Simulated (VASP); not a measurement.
TaN: single point with LDA

Crystal: TaN.

```xyz
6
Lattice="5.1149 0.0000 0.0000 -2.5575 4.4297 0.0000 0.0000 0.0000 2.8687" Properties=species:S:1:pos:R:3 pbc="T T T"
Ta    0.0000    0.0000    0.0000
Ta    0.0000    2.9531    1.4343
Ta    2.5575    1.4766    1.4343
N     2.5575    0.0000    0.0000
N     1.2787    2.2148    0.0000
N    -1.2787    2.2148    0.0000
```

```
Program             : VASP 6.6.1
Task                : single point
Functional          : LDA
Potentials or basis : VASP PAW LDA potentials, release 64 (Ta_pv, N)
Cutoff              : 520 eV
k mesh              : 5 × 5 × 8
Occupations         : fermi-dirac, width 0.03 eV
Spin                : no spin polarisation
```

| Item | Value |
| --- | --- |
| Pressure | 11.5 GPa |
| Band gap on the k mesh | zero (bands 24 and 25 overlap by 2.30 eV) |

Stress tensor (GPa, compression positive):
```
10.45  0.00  0.00
 0.00 10.45  0.00
 0.00  0.00 13.61
```

Levels at points of the mesh, in eV from the Fermi level:
| k point | band 21 | band 22 | band 23 | band 24 | band 25 | band 26 | band 27 | band 28 |
| --- | --- | --- | --- | --- | --- | --- | --- | --- |
| (0.00, 0.00, 0.00) | -3.09 | -2.65 | -2.20 | -1.42 | -1.42 | 0.76 | 0.76 | 1.35 |
| (0.00, 0.00, 0.50) | -3.24 | -3.24 | -2.04 | 0.88 | 0.88 | 1.56 | 1.91 | 2.63 |

Run time: 53 s on 1 thread of Intel Xeon 8259CL (shared host), peak memory 0.18 GiB.

Caveat: the cell stands under pressure; spin-orbit coupling is left out, which moves the levels of the heavy elements.
